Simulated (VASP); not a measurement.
A run of VASP 6.6.1 is set up as follows.

Contents of INCAR:

```
SYSTEM = SbTe2I
  PREC = Accurate
  ENCUT = 600
  EDIFF = 1E-6
  ISMEAR = 0
  SIGMA = 0.1
  LREAL = .FALSE.
  LASPH = .TRUE.
  NELM = 80
  ALGO = Normal
  ISIF = 3
  LWAVE = .FALSE.
  LCHARG = .FALSE.
  GGA = PE
  IBRION = 2
  NSW = 90
  EDIFFG = -0.04
```

Contents of KPOINTS:

```
regular mesh
0
G
  6 6 4
  0 0 0
```

POSCAR

```
SbTe2I
1.0
    5.4323875400      0.0000000000      0.0000000000
   -2.7161937700      4.7045856100      0.0000000000
    0.0000000000      0.0000000000      6.6444354300
Sb Te I
1 2 1
Direct
    0.0000000000      0.0000000000      0.0000000000
    0.3333333300      0.6666666700      0.0000000000
    0.6666666700      0.3333333300      0.0000000000
    0.0000000000      0.0000000000      0.5000000000
```

Potentials or basis: VASP PAW PBE potentials, release 64 (Sb, Te, I).

Launch:

```sh
$ cat potpaw_PBE.64/Sb/POTCAR potpaw_PBE.64/Te/POTCAR potpaw_PBE.64/I/POTCAR > POTCAR
$ mpirun -np 1 vasp_std > vasp.out
```

**Question.** Estimate the band gap on the k mesh.

**Answer.** Zero (bands 12 and 13 overlap by 0.10 eV).

**Question.** Estimate the relaxed cell.

**Answer.** a = 5.555 Å, b = 5.555 Å, c = 6.143 Å, α = 90.00°, β = 90.00°, γ = 120.00°.

**Question.** Estimate the relaxed volume.

**Answer.** 41.04 Å³/atom.

**Question.** What does it give for the space group after relaxing (to 0.1 Å)?

**Answer.** P6/mmm (No. 191).

Step by step:
```
step  energy change (eV)  largest force (eV/Å)  pressure (GPa)  volume (Å³)
   1              0.0000                0.0000            0.35       169.81
   2             -0.1830                0.0000           -1.13       171.78
   3             -0.1870                0.0000           -1.27       172.01
   4             -0.2203                0.0000            0.01       163.88
   5             -0.2207                0.0000           -0.12       164.60
   6             -0.2215                0.0000            0.01       164.17
```

Caveat: spin-orbit coupling is left out, which moves the levels of the heavy elements.
